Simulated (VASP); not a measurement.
# Pb8CS8O in VASP: notebook, part 2 of 2

VASP 6.6.1. Earlier steps stand in the parts before.

### 3 Single point, PBE

The input, INCAR:

```
SYSTEM = Pb8CS8O
ALGO     = Normal         ! electronic algorithm
DIPOL    = 0.5 0.5 0.277
EDIFF    = 1E-7           ! SCF threshold, eV
ENCUT    = 520            ! plane-wave cutoff, eV
GGA      = PE             ! functional
IDIPOL   = 3            
ISIF     = 2              ! what is computed and relaxed
ISMEAR   = 0              ! smearing method
LASPH    = .TRUE.         ! aspherical terms in the spheres
LCHARG   = .TRUE.         ! write CHGCAR
LDIPOL   = .TRUE.       
LELF     = .TRUE.         ! ELF
LREAL    = Auto         
LVACPOTAV= .TRUE.       
LVHAR    = .TRUE.       
LWAVE    = .FALSE.        ! write WAVECAR
NBANDS   = 100            ! bands
NELM     = 100            ! most SCF steps
PREC     = Accurate       ! precision mode
SIGMA    = 0.05           ! smearing width, eV
```

The input, KPOINTS:

```
k-points
0
G
  3 3 1
  0 0 0
```

The input, POSCAR:

```
Pb8CS8O
1.0
    8.4980431765      0.0000000000      0.0000000000
    0.0000000000      8.4980431765      0.0000000000
    0.0000000000      0.0000000000     20.7166259994
Pb S C O
8 8 1 1
Direct
    0.2500000000      0.2500000000      0.1930816341
    0.2500000000      0.7500000000      0.1930816341
    0.7500000000      0.2500000000      0.1930816341
    0.7500000000      0.7500000000      0.1930816341
    0.0000000000      0.0000000000      0.3242142808
    0.0000000000      0.5000000000      0.3242142808
    0.5000000000      0.0000000000      0.3242142808
    0.5000000000      0.5000000000      0.3242142808
    0.0000000000      0.0000000000      0.1930816341
    0.0000000000      0.5000000000      0.1930816341
    0.5000000000      0.0000000000      0.1930816341
    0.5000000000      0.5000000000      0.1930816341
    0.2500000000      0.2500000000      0.3230985962
    0.2500000000      0.7500000000      0.3230985962
    0.7500000000      0.2500000000      0.3230985962
    0.7500000000      0.7500000000      0.3230985962
    0.6829257350      0.0000000000      0.4246167305
    0.8170742650      0.0000000000      0.4246167305
```

Potentials or basis: VASP PAW PBE potentials, release 64 (Pb_d, S, C, O).

Command:

```
$ cat potpaw_PBE.64/Pb_d/POTCAR potpaw_PBE.64/S/POTCAR potpaw_PBE.64/C/POTCAR potpaw_PBE.64/O/POTCAR > POTCAR
$ mpirun -np 1 vasp_std > vasp.out
```

OUTCAR:

```text
SYSTEM = Pb8CS8O
   EDIFF = 1E-7
   ENCUT = 520
   GGA = PE
   ISIF = 2
   ISMEAR = 0
   LASPH = .TRUE.
   LREAL = Auto
   NELM = 100
   PREC = Accurate

 ion  position               nearest neighbor table
   1  0.250  0.250  0.193-  13 2.69  10 3.00  11 3.00  12 3.00   9 3.00   6 4.05   7 4.05   8 4.05
                             5 4.05
   2  0.250  0.750  0.193-  14 2.69  10 3.00  11 3.00  12 3.00   9 3.00   6 4.05   7 4.05   8 4.05
                             5 4.05
   3  0.750  0.250  0.193-  15 2.69  10 3.00  11 3.00  12 3.00   9 3.00   6 4.05   7 4.05   8 4.05
                             5 4.05
   4  0.750  0.750  0.193-  16 2.69  10 3.00  11 3.00  12 3.00   9 3.00   6 4.05   7 4.05   8 4.05
                             5 4.05
   5  0.000  0.000  0.324-  18 2.60   9 2.72  14 3.00  15 3.00  16 3.00  13 3.00   3 4.05   4 4.05
                             1 4.05   2 4.05
   6  0.000  0.500  0.324-  10 2.72  13 3.00  14 3.00  15 3.00  16 3.00   2 4.05   3 4.05   4 4.05
                             1 4.05
   7  0.500  0.000  0.324-  17 2.60  11 2.72  14 3.00  15 3.00  16 3.00  13 3.00   3 4.05   4 4.05
                             1 4.05   2 4.05
   8  0.500  0.500  0.324-  12 2.72  13 3.00  14 3.00  15 3.00  16 3.00   2 4.05   3 4.05   4 4.05
                             1 4.05
   9  0.000  0.000  0.193-   5 2.72   2 3.00   3 3.00   4 3.00   1 3.00
  10  0.000  0.500  0.193-   6 2.72   2 3.00   3 3.00   4 3.00   1 3.00
  11  0.500  0.000  0.193-   7 2.72   2 3.00   3 3.00   4 3.00   1 3.00
  12  0.500  0.500  0.193-   8 2.72   2 3.00   3 3.00   4 3.00   1 3.00
  13  0.250  0.250  0.323-   1 2.69   5 3.00   6 3.00   7 3.00   8 3.00
  14  0.250  0.750  0.323-   2 2.69   5 3.00   6 3.00   7 3.00   8 3.00
  15  0.750  0.250  0.323-   3 2.69   5 3.00   6 3.00   7 3.00   8 3.00
  16  0.750  0.750  0.323-   4 2.69   5 3.00   6 3.00   7 3.00   8 3.00
  17  0.683  0.000  0.425-  18 1.14   7 2.60
  18  0.817  0.000  0.425-  17 1.14   5 2.60

  LATTYP: Found a simple tetragonal cell.
 ALAT       =     8.4980431765
 C/A-ratio  =     2.4378113372

  Lattice vectors:

 A1 = (   8.4980431765,   0.0000000000,   0.0000000000)
 A2 = (   0.0000000000,   8.4980431765,   0.0000000000)
[... 168 lines left out ...]
   LEPSILON=     F    determine dielectric tensor
   LRPA    =     F    only Hartree local field effects (RPA)
 non-spin polarized calculation
 Gauss-broadening in eV      SIGMA  =   0.05
  energy-cutoff  :      520.00
  volume of cell :     1496.09
 maximum number of plane-waves:     40322
 NGX is ok and might be reduce to    64
   NGX = 31   NGY = 31   NGZ = 77

 number of electron     170.0000037 magnetization

 dipolmoment           0.000000      0.000000     -0.068174 electrons x Angstroem

 Free energy of the ion-electron system (eV)
  ---------------------------------------------------
  ext. energy  EPLUGINS =         0.00000000
  ---------------------------------------------------
  free energy    TOTEN  =       -83.21150102 eV

  energy without entropy =      -83.21150102  energy(sigma->0) =      -83.21150102

 E-fermi :  -1.5441     XC(G=0):  -3.3968

 val. band max:       -1.8373656998   @ k =   0.0000   0.0000   0.0000
 cond. band min:      -0.1602314989   @ k =   0.0000   0.0000   0.0000
 fundamental gap:      1.6771342009
 Fermi energy:        -1.5441296049

 k-point     1 :       0.0000    0.0000    0.0000
  band No.  band energies     occupation
      1     -26.5711      2.00000
      2     -18.1516      2.00000
      3     -18.1427      2.00000
      4     -18.1117      2.00000
      5     -18.0852      2.00000
      6     -18.0792      2.00000
[... 389 lines left out ...]
     96       1.5407      0.00000
     97       1.8745      0.00000
 [bands above 97 left out]

------------------------ aborting loop because EDIFF is reached ----------------------------------------

  FORCE on cell =-STRESS in cart. coord.  units (eV):
  Direction    XX          YY          ZZ          XY          YZ          ZX
  --------------------------------------------------------------------------------------
  -------------------------------------------------------------------------------------
  Total        3.6055405      1.1513366      5.9237471      0.0000000      0.0000000      0.1383673
  in kB        3.8612158      1.2329799      6.3438104      0.0000000      0.0000000      0.1481792
  external PRESSURE =       3.8126687 kB  Pullay stress =       0.0000000 kB

 VOLUME and BASIS-vectors are now :
 -----------------------------------------------------------------------------
  energy-cutoff  :      520.00
  volume of cell :     1496.09
      direct lattice vectors                 reciprocal lattice vectors
     8.498043176  0.000000000  0.000000000     0.117674149  0.000000000  0.000000000
     0.000000000  8.498043176  0.000000000     0.000000000  0.117674149  0.000000000
     0.000000000  0.000000000 20.716625999     0.000000000  0.000000000  0.048270409

 POSITION                                       TOTAL-FORCE (eV/Angst)
 -----------------------------------------------------------------------------------
      2.12451      2.12451      4.00000         0.009308     -0.048567     -0.202573
      2.12451      6.37353      4.00000         0.009308      0.048567     -0.202573
      6.37353      2.12451      4.00000        -0.021104     -0.056956     -0.220832
      6.37353      6.37353      4.00000        -0.021104      0.056956     -0.220832
      0.00000      0.00000      6.71663         0.586345      0.000000     -0.714400
      0.00000      4.24902      6.71663         0.040314      0.000000     -0.034513
[... 10 lines left out ...]
      5.80353      0.00000      8.79663        -1.104973      0.000000      0.972924
      6.94353      0.00000      8.79663         1.158938      0.000000      1.338472
 -----------------------------------------------------------------------------------
    total drift:                               -0.000045     -0.000000      0.002248

  FREE ENERGIE OF THE ION-ELECTRON SYSTEM (eV)
  ---------------------------------------------------
  free  energy   TOTEN  =       -83.2115010154 eV

  energy  without entropy=      -83.2115010154  energy(sigma->0) =      -83.21150102

 vacuum level on the upper side and lower side of the slab         2.731         2.902
```

stdout:

```text
POSCAR found type information on POSCAR PbS C O
 POSCAR found :  4 types and      18 ions
 scaLAPACK will be used
 LDA part: xc-table for (Slater+PW92), standard interpolation
 POSCAR, INCAR and KPOINTS ok, starting setup
 FFT: planning ... GRIDC
 FFT: planning ... GRID_SOFT
 FFT: planning ... GRID
 WAVECAR not read
 entering main loop
 -----------------------------------------------------------------------------
|                                                                             |
|           W    W    AA    RRRRR   N    N  II  N    N   GGGG   !!!           |
|           W    W   A  A   R    R  NN   N  II  NN   N  G    G  !!!           |
|           W    W  A    A  R    R  N N  N  II  N N  N  G       !!!           |
|           W WW W  AAAAAA  RRRRR   N  N N  II  N  N N  G  GGG   !            |
|           WW  WW  A    A  R   R   N   NN  II  N   NN  G    G                |
|           W    W  A    A  R    R  N    N  II  N    N   GGGG   !!!           |
|                                                                             |
|     Did not find any points to average over, which means that no vacuum     |
|     field-free region was found. Please increase the size of  your cell     |
|     in the dimension of the dipole correction to obtain accurate            |
|     workfunction values.                                                    |
|                                                                             |
 -----------------------------------------------------------------------------
```

Run time: 40 min. Hardware: 1 thread of Intel Xeon 8259CL, shared host; peak memory 1.4 GiB.

What came out:

```yaml
Free_energy: -83.2115 eV
Largest_force: 1.770 eV/Å
Band_gap_on_the_k_mesh: 1.68 eV
```

Forces on the atoms (eV/Å):
```
Pb   0.009 -0.049 -0.203
Pb   0.009  0.049 -0.203
Pb  -0.021 -0.057 -0.221
Pb  -0.021  0.057 -0.221
Pb   0.586  0.000 -0.714
Pb   0.040  0.000 -0.035
Pb  -0.593  0.000 -0.635
Pb  -0.023  0.000 -0.043
S   -0.041  0.000  0.016
S    0.003  0.000  0.217
S    0.062  0.000 -0.072
S   -0.009  0.000  0.206
S    0.010  0.041  0.062
S    0.010 -0.041  0.062
S   -0.038  0.211 -0.265
S   -0.038 -0.211 -0.265
C   -1.105  0.000  0.973
O    1.159  0.000  1.338
```

Caveat: spin-orbit coupling is left out, which moves the levels of the heavy elements.

The gap in the log of VASP goes by the Fermi energy; the results here count the filled bands.